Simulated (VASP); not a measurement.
# Ta in VASP: single point with PBEsol

Aim: the single point of Ta with PBEsol.

Program: VASP 6.6.1. These are calculated values, not measurements. Logs are shortened: lines on timing, memory, paths and dates and some standing lists are left out, and cuts for length are marked.

### 1 The cell of the first run

The cell holds a wire or tube with vacuum around it, 4 atoms: a = 22.709 Å, b = 22.709 Å, c = 2.377 Å, α = 90.00°, β = 90.00°, γ = 90.00°.

### 2 Single point, PBEsol

INCAR

```
PREC = Accurate
ENCUT = 500
EDIFF = 1E-6
ISMEAR = 1
SIGMA = 0.3
LREAL = F
LASPH = T
NELM = 300
ALGO = All
ISIF = 2
LWAVE = F
LCHARG = F
GGA = PS
NBANDS = 30
GGA_COMPAT = F
ISEARCH = 1
```

KPOINTS

```
Automatic mesh
0
Gamma
  1 1 5
```

POSCAR

```
Ta
1.0
   22.7091107600      0.0000000000      0.0000000000
    0.0000000000     22.7091107600      0.0000000000
    0.0000000000      0.0000000000      2.3772801000
Ta
4
Direct
    0.3186285300      0.8186285300      0.0000000000
    0.6813714700      0.1813714700      0.0000000000
    0.1813714700      0.3186285300      0.0000000000
    0.8186285300      0.6813714700      0.0000000000
```

Potentials or basis: VASP PAW PBE potentials, release 64 (Ta_pv).

Run with:

```
> cat potpaw_PBE.64/Ta_pv/POTCAR > POTCAR
> mpirun -np 4 vasp_std > vasp.out
```

OUTCAR:

```text
PREC = Accurate
   ENCUT = 500
   EDIFF = 1E-6
   ISMEAR = 1
   LREAL = F
   LASPH = T
   NELM = 300
   ISIF = 2
   GGA = PS

 ion  position               nearest neighbor table
   1  0.319  0.819  0.000-
   2  0.681  0.181  0.000-
   3  0.181  0.319  0.000-
   4  0.819  0.681  0.000-

  LATTYP: Found a simple tetragonal cell.
 ALAT       =    22.7091107600
 C/A-ratio  =     0.1046839801

  Lattice vectors:

 A1 = (  22.7091107600,   0.0000000000,   0.0000000000)
 A2 = (   0.0000000000,  22.7091107600,   0.0000000000)
 A3 = (   0.0000000000,   0.0000000000,   2.3772801000)

Analysis of symmetry for initial positions (statically):
=====================================================================
 Subroutine PRICEL returns:
 Original cell was already a primitive cell.

 Routine SETGRP: Setting up the symmetry group for a
 simple tetragonal supercell.

 Subroutine GETGRP returns: Found 16 space group operations
 (whereof  8 operations were pure point group operations)
 out of a pool of 16 trial point group operations.

The static configuration has the point symmetry C_4h.
 The point group associated with its full space group is D_4h.

Analysis of symmetry for dynamics (positions and initial velocities):
=====================================================================
 Subroutine PRICEL returns:
 Original cell was already a primitive cell.

 Routine SETGRP: Setting up the symmetry group for a
 simple tetragonal supercell.

 Subroutine GETGRP returns: Found 16 space group operations
 (whereof  8 operations were pure point group operations)
 out of a pool of 16 trial point group operations.

The dynamic configuration has the point symmetry C_4h.
 The point group associated with its full space group is D_4h.

 Subroutine INISYM returns: Found 16 space group operations
 (whereof  8 operations are pure point group operations),
 and found     1 'primitive' translations

----------------------------------------------------------------------------------------

                                     Primitive cell

  volume of cell :    1225.9722

  direct lattice vectors                    reciprocal lattice vectors
    22.709110760  0.000000000  0.000000000     0.044035190  0.000000000  0.000000000
     0.000000000 22.709110760  0.000000000     0.000000000  0.044035190  0.000000000
     0.000000000  0.000000000  2.377280100     0.000000000  0.000000000  0.420648791

  length of vectors
    22.709110760 22.709110760  2.377280100     0.044035190  0.044035190  0.420648791

  position of ions in fractional coordinates (direct lattice)
     0.318628530  0.818628530  0.000000000
     0.681371470  0.181371470  0.000000000
     0.181371470  0.318628530  0.000000000
     0.818628530  0.681371470  0.000000000

  ion indices of the primitive-cell ions
   primitive index   ion index
                 1           1
                 2           2
                 3           3
                 4           4

----------------------------------------------------------------------------------------

 KPOINTS: Automatic mesh

Automatic generation of k-mesh.
 Grid dimensions read from file:
 generate k-points for:    1    1    5

 Generating k-lattice:

  Cartesian coordinates                     Fractional coordinates (reciprocal lattice)
     0.044035190  0.000000000  0.000000000     1.000000000  0.000000000  0.000000000
     0.000000000  0.044035190  0.000000000     0.000000000  1.000000000  0.000000000
     0.000000000  0.000000000  0.084129758     0.000000000  0.000000000  0.200000000

  Length of vectors
     0.044035190  0.044035190  0.084129758

  Shift w.r.t. Gamma in fractional coordinates (k-lattice)
     0.000000000  0.000000000  0.000000000

 Subroutine IBZKPT returns following result:
 ===========================================

 Found      3 irreducible k-points:

 Following reciprocal coordinates:
            Coordinates               Weight
  0.000000  0.000000  0.000000      1.000000
  0.000000  0.000000  0.200000      2.000000
  0.000000  0.000000  0.400000      2.000000
   k-points           NKPTS =      3   k-points in BZ     NKDIM =      3   number of bands    NBANDS=     32
   number of dos      NEDOS =    301   number of ions     NIONS =      4
   total plane-waves  NPLWV = 508032
   dimension x,y,z NGX =   168 NGY =  168 NGZ =   18
   dimension x,y,z NGXF=   336 NGYF=  336 NGZF=   36
   ions per type =               4
   NGX,Y,Z   is equivalent  to a cutoff of  12.30, 12.30, 12.59 a.u.
   NGXF,Y,Z  is equivalent  to a cutoff of  24.60, 24.60, 25.18 a.u.
 SYSTEM =  unknown system
   PREC   = accura    normal or accurate (medium, high low for compatibility)
   ISTART =      0    job   : 0-new  1-cont  2-samecut
   ICHARG =      2    charge: 1-file 2-atom 10-const
   ISPIN  =      1    spin polarized calculation?
   LNONCOLLINEAR =      F non collinear calculations
   LSORBIT =      F    spin-orbit coupling
   LASPH  =      T    aspherical Exc in radial PAW
   ENCUT  =  500.0 eV  36.75 Ry    6.06 a.u.  41.40 41.40  4.33*2*pi/ulx,y,z
   NELM   =    300;   NELMIN=  2; NELMDL= -5     # of ELM steps
   EDIFF  = 0.1E-05   stopping-criterion for ELM
   LREAL  =      F    real-space projection
[... 7 lines left out ...]
   TEBEG  =    0.0;   TEEND  =   0.0 temperature during run
   PSTRESS=    0.0 pullay stress
   NELECT =      44.0000    total number of electrons
   NUPDOWN=      -1.0000    fix difference up-down
   EMIN   =  10.00;   EMAX   =-10.00  energy-range for DOS
   EFERMI =   0.00;   METHOD = LEGACY
   ISMEAR =     1;   SIGMA  =   0.30  broadening in eV -4-tet -1-fermi 0-gaus
   EFERMI_NEDOS =   21; number of points for ismear=-14 and -15
   IALGO  =     58    algorithm
   IMIX   =      4    mixing-type and parameters
     AMIX     =   0.40;   BMIX     =  1.00
     AMIX_MAG =   1.60;   BMIX_MAG =  1.00
  volume/ion in A,a.u.               =     306.49      2068.32
  Fermi-wavevector in a.u.,A,eV,Ry     =   0.540006  1.020464  3.967552  0.291607
  Thomas-Fermi vector in A             =   1.566943
   LORBIT       =      0    0 simple, 1 ext, 2 COOP (PROOUT), +10 PAW based schemes
   GGA     = PS    functional components
   LHFCALC =     F    Hartree Fock is set to
   AEXX    =    0.0000 exact exchange contribution
   IVDW    =     0    specifies the selected vdW correction
   LEPSILON=     F    determine dielectric tensor
   LRPA    =     F    only Hartree local field effects (RPA)
 non-spin polarized calculation
 Methfessel and Paxton  Order N= 1 SIGMA  =   0.30
  energy-cutoff  :      500.00
  volume of cell :     1225.97
 maximum number of plane-waves:     31249
 NGX is ok and might be reduce to   168
   NGX = 83   NGY = 83   NGZ =  9

 number of electron      43.9999999 magnetization

 Free energy of the ion-electron system (eV)
  ---------------------------------------------------
  ext. energy  EPLUGINS =         0.00000000
  ---------------------------------------------------
  free energy    TOTEN  =       -26.22608728 eV

  energy without entropy =      -25.86529202  energy(sigma->0) =      -26.10582220

 E-fermi :  -3.0647     XC(G=0):  -1.9097

 val. band max:       -3.1057979693   @ k =   0.0000   0.0000   0.2000
 cond. band min:      -2.9763419467   @ k =   0.0000   0.0000   0.2000
 fundamental gap:      0.1294560226
 Fermi energy:        -3.0647355191

 k-point     1 :       0.0000    0.0000    0.0000
  band No.  band energies     occupation
      1     -38.0160      2.00000
      2     -38.0160      2.00000
      3     -38.0160      2.00000
      4     -38.0160      2.00000
      5     -38.0154      2.00000
      6     -38.0154      2.00000
      7     -38.0154      2.00000
      8     -38.0154      2.00000
      9     -35.8338      2.00000
     10     -35.8338      2.00000
     11     -35.8338      2.00000
     12     -35.8338      2.00000
     13      -7.7885      2.00000
     14      -7.7884      2.00000
     15      -7.7884      2.00000
     16      -7.7884      2.00000
     17      -5.2267      2.00000
     18      -5.2263      2.00000
     19      -5.2263      2.00000
     20      -5.2263      2.00000
     21      -3.6905      2.01205
     22      -3.6904      2.01207
     23      -3.6903      2.01207
     24      -3.6903      2.01208
     25      -3.6903      2.01208
     26      -3.6902      2.01210
     27      -3.6902      2.01210
     28      -3.6900      2.01212
     29      -2.1132     -0.00007
     30      -2.1082     -0.00006
     31      -2.1071     -0.00006
     32      -2.1070     -0.00006

 k-point     2 :       0.0000    0.0000    0.2000
  band No.  band energies     occupation
      1     -37.8590      2.00000
      2     -37.8590      2.00000
      3     -37.8590      2.00000
      4     -37.8590      2.00000
      5     -37.8583      2.00000
      6     -37.8583      2.00000
      7     -37.8583      2.00000
      8     -37.8583      2.00000
      9     -37.1879      2.00000
     10     -37.1879      2.00000
     11     -37.1879      2.00000
     12     -37.1879      2.00000
     13      -5.2599      2.00000
     14      -5.2598      2.00000
     15      -5.2598      2.00000
     16      -5.2597      2.00000
     17      -3.1060      1.22613
     18      -3.1058      1.22536
     19      -3.1058      1.22528
     20      -3.1058      1.22505
     21      -2.9763      0.52262
     22      -2.9763      0.52225
     23      -2.9763      0.52205
     24      -2.9762      0.52199
     25      -2.9762      0.52195
     26      -2.9761      0.52149
     27      -2.9761      0.52145
     28      -2.9760      0.52103
     29      -2.9043      0.22122
     30      -2.9038      0.21982
     31      -2.9037      0.21914
     32      -2.9031      0.21730

 k-point     3 :       0.0000    0.0000    0.4000
  band No.  band energies     occupation
      1     -39.0431      2.00000
      2     -39.0431      2.00000
      3     -39.0431      2.00000
      4     -39.0431      2.00000
      5     -37.5944      2.00000
      6     -37.5944      2.00000
      7     -37.5944      2.00000
      8     -37.5944      2.00000
      9     -37.5938      2.00000
     10     -37.5938      2.00000
     11     -37.5938      2.00000
     12     -37.5938      2.00000
     13      -5.4422      2.00000
     14      -5.4422      2.00000
     15      -5.4422      2.00000
     16      -5.4422      2.00000
     17      -5.4414      2.00000
     18      -5.4413      2.00000
     19      -5.4413      2.00000
     20      -5.4413      2.00000
     21      -2.2289     -0.00058
     22      -2.2288     -0.00058
     23      -2.2288     -0.00058
     24      -2.2288     -0.00058
     25      -1.4701     -0.00000
     26      -1.4701     -0.00000
     27      -1.4701     -0.00000
     28      -1.4701     -0.00000
     29      -1.4701     -0.00000
     30      -1.4701     -0.00000
     31      -1.4701     -0.00000
     32      -1.4701     -0.00000

------------------------ aborting loop because EDIFF is reached ----------------------------------------

  FORCE on cell =-STRESS in cart. coord.  units (eV):
  Direction    XX          YY          ZZ          XY          YZ          ZX
  --------------------------------------------------------------------------------------
  -------------------------------------------------------------------------------------
  Total       -0.0304546     -0.0304546     11.2463598      0.0000000      0.0000000     -0.0000000
  in kB       -0.0398000     -0.0398000     14.6974483      0.0000000      0.0000000     -0.0000000
  external PRESSURE =       4.8726161 kB  Pullay stress =       0.0000000 kB

 VOLUME and BASIS-vectors are now :
 -----------------------------------------------------------------------------
  energy-cutoff  :      500.00
  volume of cell :     1225.97
      direct lattice vectors                 reciprocal lattice vectors
    22.709110760  0.000000000  0.000000000     0.044035190  0.000000000  0.000000000
     0.000000000 22.709110760  0.000000000     0.000000000  0.044035190  0.000000000
     0.000000000  0.000000000  2.377280100     0.000000000  0.000000000  0.420648791

 POSITION                                       TOTAL-FORCE (eV/Angst)
 -----------------------------------------------------------------------------------
      7.23577     18.59033      0.00000         0.000217      0.000217      0.000000
     15.47334      4.11878      0.00000        -0.000217     -0.000217      0.000000
      4.11878      7.23577      0.00000        -0.000217      0.000217      0.000000
     18.59033     15.47334      0.00000         0.000217     -0.000217     -0.000000
 -----------------------------------------------------------------------------------
    total drift:                                0.000000      0.000000     -0.000000

  FREE ENERGIE OF THE ION-ELECTRON SYSTEM (eV)
  ---------------------------------------------------
  free  energy   TOTEN  =       -26.2260872832 eV

  energy  without entropy=      -25.8652541664  energy(sigma->0) =      -26.10580958
```

Run time: 11 min. Hardware: 4 MPI ranks of Intel Xeon Platinum 8375C at 2.90GHz (Ice Lake), shared host; peak memory 0.38 GiB.

What came out:

```yaml
Free_energy: -26.2261 eV
Band_gap_on_the_k_mesh: zero (bands 22 and 23 overlap by 1.46 eV)
```

Caveat: the k points lie up to 0.53 Å⁻¹ apart, too coarse for converged energies and pressures of a metal; the PAW data sets were made with another functional, which shifts forces and pressure a little; spin-orbit coupling is left out, which moves the levels of the heavy elements.

The gap in the log of VASP goes by the Fermi energy; the results here count the filled bands.